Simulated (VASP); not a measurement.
# Au in VASP: a series of runs

The runs below take Au through single point, with PBE.

Everything below comes from runs of VASP 6.6.1. Logs are shortened: lines on timing, memory, paths and dates and some standing lists are left out, and cuts for length are marked.

## 1. The cell of the first run

The cell holds a wire or tube with vacuum around it, 4 atoms: a = 11.100 Å, b = 13.500 Å, c = 4.158 Å, α = 90.00°, β = 90.00°, γ = 90.00°.

## 2. Single point, PBE

INCAR reads:

```
PREC = Accurate
ENCUT = 520
EDIFF = 1E-7
ISMEAR = 0
SIGMA = 0.05
LREAL = F
LASPH = T
NELM = 80
ALGO = Normal
ISIF = 2
LWAVE = F
LCHARG = F
GGA = PE
NBANDS = 30
```

KPOINTS reads:

```
regular mesh
0
Gamma
  1 1 13
```

POSCAR reads:

```
Au
1.0
   11.1000000000      0.0000000000      0.0000000000
    0.0000000000     13.5000000000      0.0000000000
    0.0000000000      0.0000000000      4.1581133030
Au
4
Direct
    0.5936512005      0.5000000000      0.0000000000
    0.4063487995      0.5000000000      0.5000000000
    0.4063487995      0.3459958036      0.0000000000
    0.4063487995      0.6540041964      0.0000000000
```

Potentials or basis: VASP PAW PBE potentials, release 64 (Au).

Run with:

```console
> cat potpaw_PBE.64/Au/POTCAR > POTCAR
> mpirun -np 1 vasp_std > vasp.out
```

OUTCAR:

```text
PREC = Accurate
   ENCUT = 520
   EDIFF = 1E-7
   ISMEAR = 0
   LREAL = F
   LASPH = T
   NELM = 80
   ISIF = 2
   GGA = PE

 ion  position               nearest neighbor table
   1  0.594  0.500  0.000-   3 2.94   4 2.94   2 2.94   2 2.94
   2  0.406  0.500  0.500-   1 2.94   1 2.94   4 2.94   3 2.94   3 2.94   4 2.94
   3  0.406  0.346  0.000-   1 2.94   2 2.94   2 2.94
   4  0.406  0.654  0.000-   1 2.94   2 2.94   2 2.94

  LATTYP: Found a simple orthorhombic cell.
 ALAT       =     4.1581133030
 B/A-ratio  =     2.6694799278
 C/A-ratio  =     3.2466647771

  Lattice vectors:

 A1 = (   0.0000000000,   0.0000000000,   4.1581133030)
 A2 = (  11.1000000000,   0.0000000000,   0.0000000000)
 A3 = (   0.0000000000,  13.5000000000,   0.0000000000)

Analysis of symmetry for initial positions (statically):
=====================================================================
 Subroutine PRICEL returns:
 Original cell was already a primitive cell.

 Routine SETGRP: Setting up the symmetry group for a
 simple orthorhombic supercell.

 Subroutine GETGRP returns: Found  4 space group operations
 (whereof  4 operations were pure point group operations)
 out of a pool of  8 trial point group operations.

The static configuration has the point symmetry C_2v.

Analysis of symmetry for dynamics (positions and initial velocities):
=====================================================================
 Subroutine PRICEL returns:
 Original cell was already a primitive cell.

 Routine SETGRP: Setting up the symmetry group for a
 simple orthorhombic supercell.

 Subroutine GETGRP returns: Found  4 space group operations
 (whereof  4 operations were pure point group operations)
 out of a pool of  8 trial point group operations.

The dynamic configuration has the point symmetry C_2v.

 Subroutine INISYM returns: Found  4 space group operations
 (whereof  4 operations are pure point group operations),
 and found     1 'primitive' translations

----------------------------------------------------------------------------------------

                                     Primitive cell

  volume of cell :     623.0933

  direct lattice vectors                    reciprocal lattice vectors
    11.100000000  0.000000000  0.000000000     0.090090090  0.000000000  0.000000000
     0.000000000 13.500000000  0.000000000     0.000000000  0.074074074  0.000000000
     0.000000000  0.000000000  4.158113303     0.000000000  0.000000000  0.240493687

  length of vectors
    11.100000000 13.500000000  4.158113303     0.090090090  0.074074074  0.240493687

  position of ions in fractional coordinates (direct lattice)
     0.593651200  0.500000000  0.000000000
     0.406348800  0.500000000  0.500000000
     0.406348800  0.345995804  0.000000000
     0.406348800  0.654004196  0.000000000

  ion indices of the primitive-cell ions
   primitive index   ion index
                 1           1
                 2           2
                 3           3
                 4           4

----------------------------------------------------------------------------------------

 KPOINTS: regular mesh

Automatic generation of k-mesh.
 Grid dimensions read from file:
 generate k-points for:    1    1   13

 Generating k-lattice:

  Cartesian coordinates                     Fractional coordinates (reciprocal lattice)
     0.090090090  0.000000000  0.000000000     1.000000000  0.000000000  0.000000000
     0.000000000  0.074074074  0.000000000     0.000000000  1.000000000  0.000000000
     0.000000000  0.000000000  0.018499514     0.000000000  0.000000000  0.076923077

  Length of vectors
     0.090090090  0.074074074  0.018499514

  Shift w.r.t. Gamma in fractional coordinates (k-lattice)
     0.000000000  0.000000000  0.000000000

 Subroutine IBZKPT returns following result:
 ===========================================

 Found      7 irreducible k-points:

 Following reciprocal coordinates:
            Coordinates               Weight
  0.000000  0.000000  0.000000      1.000000
  0.000000  0.000000  0.076923      2.000000
  0.000000  0.000000  0.153846      2.000000
  0.000000  0.000000  0.230769      2.000000
  0.000000  0.000000  0.307692      2.000000
  0.000000  0.000000  0.384615      2.000000
  0.000000  0.000000  0.461538      2.000000
   k-points           NKPTS =      7   k-points in BZ     NKDIM =      7   number of bands    NBANDS=     30
   number of dos      NEDOS =    301   number of ions     NIONS =      4
   total plane-waves  NPLWV = 268800
   dimension x,y,z NGX =    84 NGY =  100 NGZ =   32
   dimension x,y,z NGXF=   168 NGYF=  200 NGZF=   64
   ions per type =               4
   NGX,Y,Z   is equivalent  to a cutoff of  12.58, 12.31, 12.79 a.u.
   NGXF,Y,Z  is equivalent  to a cutoff of  25.16, 24.63, 25.59 a.u.
 SYSTEM =  unknown system
   PREC   = accura    normal or accurate (medium, high low for compatibility)
   ISTART =      0    job   : 0-new  1-cont  2-samecut
   ICHARG =      2    charge: 1-file 2-atom 10-const
   ISPIN  =      1    spin polarized calculation?
   LNONCOLLINEAR =      F non collinear calculations
   LSORBIT =      F    spin-orbit coupling
   LASPH  =      T    aspherical Exc in radial PAW
   ENCUT  =  520.0 eV  38.22 Ry    6.18 a.u.  20.64 25.10  7.73*2*pi/ulx,y,z
   NELM   =     80;   NELMIN=  2; NELMDL= -5     # of ELM steps
   EDIFF  = 0.1E-06   stopping-criterion for ELM
   LREAL  =      F    real-space projection
   EDIFFG = 0.1E-05   stopping-criterion for IOM
   NSW    =      0    number of steps for IOM
   IBRION =     -1    ionic relax: 0-MD 1-quasi-New 2-CG
   NFREE  =      0    steps in history (QN), initial steepest desc. (CG)
   ISIF   =      2    stress and relaxation
   ISYM   =      2    0-nonsym 1-usesym 2-fastsym
   POTIM  = 0.5000    time-step for ionic-motion
   TEBEG  =    0.0;   TEEND  =   0.0 temperature during run
   PSTRESS=    0.0 pullay stress
   NELECT =      44.0000    total number of electrons
   NUPDOWN=      -1.0000    fix difference up-down
   EMIN   =  10.00;   EMAX   =-10.00  energy-range for DOS
   EFERMI =   0.00;   METHOD = LEGACY
   ISMEAR =     0;   SIGMA  =   0.05  broadening in eV -4-tet -1-fermi 0-gaus
   EFERMI_NEDOS =   21; number of points for ismear=-14 and -15
   IALGO  =     38    algorithm
   IMIX   =      4    mixing-type and parameters
     AMIX     =   0.40;   BMIX     =  1.00
     AMIX_MAG =   1.60;   BMIX_MAG =  1.00
  volume/ion in A,a.u.               =     155.77      1051.21
  Fermi-wavevector in a.u.,A,eV,Ry     =   0.676667  1.278714  6.229803  0.457878
  Thomas-Fermi vector in A             =   1.754047
   LORBIT       =      0    0 simple, 1 ext, 2 COOP (PROOUT), +10 PAW based schemes
   GGA     = PE    functional components
   LHFCALC =     F    Hartree Fock is set to
   AEXX    =    0.0000 exact exchange contribution
   IVDW    =     0    specifies the selected vdW correction
   LEPSILON=     F    determine dielectric tensor
   LRPA    =     F    only Hartree local field effects (RPA)
 non-spin polarized calculation
 Gauss-broadening in eV      SIGMA  =   0.05
  energy-cutoff  :      520.00
  volume of cell :      623.09
 maximum number of plane-waves:     16812
 NGX is ok and might be reduce to    84

 number of electron      43.9999993 magnetization

 Free energy of the ion-electron system (eV)
  ---------------------------------------------------
  ext. energy  EPLUGINS =         0.00000000
  ---------------------------------------------------
  free energy    TOTEN  =        -7.72608426 eV

  energy without entropy =       -7.71919754  energy(sigma->0) =       -7.72264090

 E-fermi :  -3.5982     XC(G=0):  -2.7046

 val. band max:       -3.6114603656   @ k =   0.0000   0.0000   0.4615
 cond. band min:      -3.5087060627   @ k =   0.0000   0.0000   0.1538
 fundamental gap:      0.1027543029
 Fermi energy:        -3.5982137171

 k-point     1 :       0.0000    0.0000    0.0000
  band No.  band energies     occupation
      1      -8.6719      2.00000
      2      -7.4440      2.00000
      3      -7.2648      2.00000
      4      -7.2412      2.00000
      5      -7.1077      2.00000
      6      -7.0397      2.00000
[... 22 lines left out ...]
     29       1.8005      0.00000
     30       1.8135      0.00000

 k-point     2 :       0.0000    0.0000    0.0769
  band No.  band energies     occupation
      1      -8.6261      2.00000
      2      -7.4595      2.00000
      3      -7.2677      2.00000
      4      -7.2175      2.00000
      5      -7.0899      2.00000
      6      -7.0115      2.00000
[... 22 lines left out ...]
     29       1.8089      0.00000
     30       1.8622      0.00000

 k-point     3 :       0.0000    0.0000    0.1538
  band No.  band energies     occupation
      1      -8.4942      2.00000
      2      -7.4922      2.00000
      3      -7.2957      2.00000
      4      -7.1272      2.00000
      5      -7.0478      2.00000
      6      -6.9344      2.00000
[... 22 lines left out ...]
     29       1.7470      0.00000
     30       2.0021      0.00000

 k-point     4 :       0.0000    0.0000    0.2308
  band No.  band energies     occupation
      1      -8.2928      2.00000
      2      -7.5221      2.00000
      3      -7.3334      2.00000
      4      -6.9990      2.00000
      5      -6.9976      2.00000
      6      -6.8256      2.00000
[... 22 lines left out ...]
     29       1.9593      0.00000
     30       2.0461      0.00000

 k-point     5 :       0.0000    0.0000    0.3077
  band No.  band energies     occupation
      1      -8.0531      2.00000
      2      -7.5403      2.00000
      3      -7.3737      2.00000
      4      -6.9491      2.00000
      5      -6.8768      2.00000
      6      -6.7075      2.00000
[... 22 lines left out ...]
     29       1.7281      0.00000
     30       2.0549      0.00000

 k-point     6 :       0.0000    0.0000    0.3846
  band No.  band energies     occupation
      1      -7.8208      2.00000
      2      -7.5476      2.00000
      3      -7.4181      2.00000
      4      -6.9112      2.00000
      5      -6.7954      2.00000
      6      -6.6022      2.00000
[... 22 lines left out ...]
     29       1.5350      0.00000
     30       2.4790      0.00000

 k-point     7 :       0.0000    0.0000    0.4615
  band No.  band energies     occupation
      1      -7.6510      2.00000
      2      -7.5491      2.00000
      3      -7.4717      2.00000
      4      -6.8915      2.00000
      5      -6.7576      2.00000
      6      -6.5598      2.00000
[... 22 lines left out ...]
     29       1.8009      0.00000
     30       2.2052      0.00000

------------------------ aborting loop because EDIFF is reached ----------------------------------------

  FORCE on cell =-STRESS in cart. coord.  units (eV):
  Direction    XX          YY          ZZ          XY          YZ          ZX
  --------------------------------------------------------------------------------------
  -------------------------------------------------------------------------------------
  Total       -2.9831110     -5.4400876     -7.2004572      0.0000000      0.0000000      0.0000000
  in kB       -7.6705575    -13.9882507    -18.5147389      0.0000000      0.0000000      0.0000000
  external PRESSURE =     -13.3911824 kB  Pullay stress =       0.0000000 kB

 VOLUME and BASIS-vectors are now :
 -----------------------------------------------------------------------------
  energy-cutoff  :      520.00
  volume of cell :      623.09
      direct lattice vectors                 reciprocal lattice vectors
    11.100000000  0.000000000  0.000000000     0.090090090  0.000000000  0.000000000
     0.000000000 13.500000000  0.000000000     0.000000000  0.074074074  0.000000000
     0.000000000  0.000000000  4.158113303     0.000000000  0.000000000  0.240493687

 POSITION                                       TOTAL-FORCE (eV/Angst)
 -----------------------------------------------------------------------------------
      6.58953      6.75000      0.00000        -1.410198      0.000000      0.000000
      4.51047      6.75000      2.07906         0.736184      0.000000      0.000000
      4.51047      4.67094      0.00000         0.337007      1.297565      0.000000
      4.51047      8.82906      0.00000         0.337007     -1.297565     -0.000000
 -----------------------------------------------------------------------------------
    total drift:                               -0.000419      0.000000     -0.000000

  FREE ENERGIE OF THE ION-ELECTRON SYSTEM (eV)
  ---------------------------------------------------
  free  energy   TOTEN  =        -7.7260842617 eV

  energy  without entropy=       -7.7191975406  energy(sigma->0) =       -7.72264090
```

Run time: 2.5 min. Hardware: 1 thread of AMD EPYC 7R13 (Zen 3), shared host; peak memory 0.53 GiB.

What came out:

```yaml
Free_energy: -7.7261 eV
Largest_force: 1.410 eV/Å
Band_gap_on_the_k_mesh: zero (bands 22 and 23 overlap by 0.40 eV)
```

Forces on the atoms (eV/Å):
```
Au  -1.410  0.000  0.000
Au   0.736  0.000  0.000
Au   0.337  1.298  0.000
Au   0.337 -1.298  0.000
```

Caveat: spin-orbit coupling is left out, which moves the levels of the heavy elements.

## 3. Single point, PBE

This run uses another cell than the first one.

INCAR reads:

```
SYSTEM = Au
ALGO = Normal
EDIFF = 1E-6
ENCUT = 520
GGA = PE
ISIF = 2
ISMEAR = 0
LASPH = .TRUE.
LCHARG = .FALSE.
LREAL = .FALSE.
LWAVE = .FALSE.
NBANDS = 30
NELM = 60
PREC = Accurate
SIGMA = 0.05
```

KPOINTS reads:

```
k-points
0
G
  1 1 13
  0 0 0
```

POSCAR reads:

```
Au
1.0
   11.1000000000      0.0000000000      0.0000000000
    0.0000000000     13.5000000000      0.0000000000
    0.0000000000      0.0000000000      2.7134431198
Au
4
Direct
    0.6325650052      0.5000000000      0.0000000000
    0.4099024603      0.5000000000      0.5000000000
    0.3851150668      0.3225926452      0.0000000000
    0.3851150668      0.6774073548      0.0000000000
```

Potentials or basis: VASP PAW PBE potentials, release 64 (Au).

Run with:

```console
> cat potpaw_PBE.64/Au/POTCAR > POTCAR
> mpirun -np 1 vasp_std > vasp.out
```

Wall time 83 s (1 thread of AMD EPYC 7R13 (Zen 3), shared host); peak memory 0.39 GiB.

Results (log left out):

| Quantity | Value |
| --- | --- |
| Free energy | -9.9493 eV |
| Largest force | 0.007 eV/Å |
| Band gap on the k mesh | zero (bands 22 and 23 overlap by 3.41 eV) |

Forces on the atoms (eV/Å):
```
Au  -0.004  0.000  0.000
Au   0.007  0.000  0.000
Au  -0.002  0.004  0.000
Au  -0.002 -0.004  0.000
```

Levels at points of the mesh, in eV from the Fermi level:
| k point | band 19 | band 20 | band 21 | band 22 | band 23 | band 24 | band 25 | band 26 | band 27 | band 28 |
| --- | --- | --- | --- | --- | --- | --- | --- | --- | --- | --- |
| (0.00, 0.00, 0.00) | -1.03 | -0.91 | -0.89 | -0.74 | -0.56 | 0.55 | 2.41 | 2.63 | 3.49 | 4.89 |

Caveat: spin-orbit coupling is left out, which moves the levels of the heavy elements.

## 4. Single point, PBE

This run uses another cell than the first one: it holds 14 atoms, not 4.

INCAR reads:

```
SYSTEM = Au
  PREC = Accurate
  ENCUT = 520
  EDIFF = 1E-6
  ISMEAR = 0
  SIGMA = 0.05
  LREAL = .FALSE.
  LASPH = .TRUE.
  NELM = 80
  ALGO = Normal
  ISIF = 2
  LWAVE = .FALSE.
  LCHARG = .TRUE.
  GGA = PE
  LELF = .TRUE.
  LVHAR = .TRUE.
  NBANDS = 90
```

KPOINTS reads:

```
regular mesh
0
G
  1 1 13
  0 0 0
```

POSCAR reads:

```
Au
1.0
   15.2000000000      0.0000000000      0.0000000000
    0.0000000000     17.6000000000      0.0000000000
    0.0000000000      0.0000000000      4.1581133030
Au
14
Direct
    0.2948299357      0.5000000000      0.0000000000
    0.5683900214      0.5000000000      0.0000000000
    0.2948299357      0.3818717812      0.5000000000
    0.2948299357      0.6181282188      0.5000000000
    0.5683900214      0.3818717812      0.5000000000
    0.5683900214      0.6181282188      0.5000000000
    0.4316099786      0.2637435623      0.5000000000
    0.4316099786      0.5000000000      0.5000000000
    0.4316099786      0.7362564377      0.5000000000
    0.7051700643      0.5000000000      0.5000000000
    0.4316099786      0.3818717812      0.0000000000
    0.4316099786      0.6181282188      0.0000000000
    0.7051700643      0.3818717812      0.0000000000
    0.7051700643      0.6181282188      0.0000000000
```

Run with:

```console
> cat potpaw_PBE.64/Au/POTCAR > POTCAR
> mpirun -np 1 vasp_std > vasp.out
```

Wall time 18 min (1 thread of Intel Xeon 6975P-C (Granite Rapids), shared host); peak memory 1.2 GiB.

The run converged. Its results:

- Free energy: -36.7588 eV
- Largest force: 1.157 eV/Å

Forces on the atoms (eV/Å):
```
Au   0.125  0.000  0.000
Au   0.129  0.000  0.000
Au   0.613  0.485  0.000
Au   0.613 -0.485  0.000
Au   0.112 -0.240  0.000
Au   0.112  0.240  0.000
Au   0.171  1.145  0.000
Au  -0.228  0.000  0.000
Au   0.171 -1.145  0.000
Au  -0.397  0.000  0.000
Au  -0.035 -0.562  0.000
Au  -0.035  0.562  0.000
Au  -0.676  0.784  0.000
Au  -0.676 -0.784  0.000
```

Levels at points of the mesh, in eV from the Fermi level:
```csv
k point,band 74,band 75,band 76,band 77,band 78,band 79,band 80,band 81
"(0.00, 0.00, 0.00)",-1.55,-1.42,-1.38,-0.66,0.00,0.28,0.56,1.53
```

Caveat: spin-orbit coupling is left out, which moves the levels of the heavy elements.

## 5. Summary

| cell | gap on the mesh (eV) | largest force (eV/Å) |
| --- | --- | --- |
| a = 11.100, b = 13.500, c = 4.158 Å, 4 atoms, atomic positions A | none | 1.41 |
| a = 11.100, b = 13.500, c = 2.713 Å, 4 atoms, atomic positions B | none | 0.01 |
| a = 15.200, b = 17.600, c = 4.158 Å, 14 atoms, atomic positions C | - | 1.16 |

Alike in all rows: task single point; level PBE; potentials or basis VASP PAW PBE potentials, release 64 (Au); no spin polarisation; k mesh 1 × 1 × 13; cutoff (eV) 520; smearing gaussian 0.05 eV.

Caveats: spin-orbit coupling is left out, which moves the levels of the heavy elements.

Absolute energies hang on the potentials; compare differences alone.
